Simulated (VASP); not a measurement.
A run of VASP 6.6.1:

The input INCAR:

```
PREC     = Accurate       # precision mode
ENCUT    = 520            # plane-wave cutoff, eV
EDIFF    = 1E-6           # SCF threshold, eV
ISMEAR   = 0              # smearing method
SIGMA    = 0.1            # smearing width, eV
LREAL    = False          # projectors in reciprocal space
LASPH    = True           # aspherical terms in the spheres
NELM     = 60             # most SCF steps
ALGO     = Fast           # electronic algorithm
ISIF     = 2              # what is computed and relaxed
LWAVE    = False          # write WAVECAR
LCHARG   = False          # write CHGCAR
GGA      = PE             # functional
NBANDS   = 33             # bands
```

The input KPOINTS:

```
regular mesh
0
Gamma
  12 12 8
```

POSCAR

```
Hf4Pt
1.0
    4.8531784203      0.0000000000      0.0000000000
   -2.4265892101      4.2029758011      0.0000000000
    0.0000000000      0.0000000000      5.5821161774
Hf Pt
4 1
Direct
    0.3333333333      0.6666666667      0.7542431500
    0.3333333333      0.6666666667      0.2457568500
    0.6666666667      0.3333333333      0.2457568500
    0.6666666667      0.3333333333      0.7542431500
    0.0000000000      0.0000000000      0.0000000000
```

Potentials or basis: VASP PAW PBE potentials, release 64 (Hf_pv, Pt).

Run with:

```console
$ cat potpaw_PBE.64/Hf_pv/POTCAR potpaw_PBE.64/Pt/POTCAR > POTCAR
$ mpirun -np 1 vasp_std > vasp.out
```

Hardware: 1 thread of Oxide Virtual Turin-like Processor (shared host).

Q: Estimate the wall time of this run.

A: Run time: 9.1 min on 1 thread of Oxide Virtual Turin-like Processor (shared host), peak memory 0.41 GiB. Counts: scf iterations 17, k points 95.
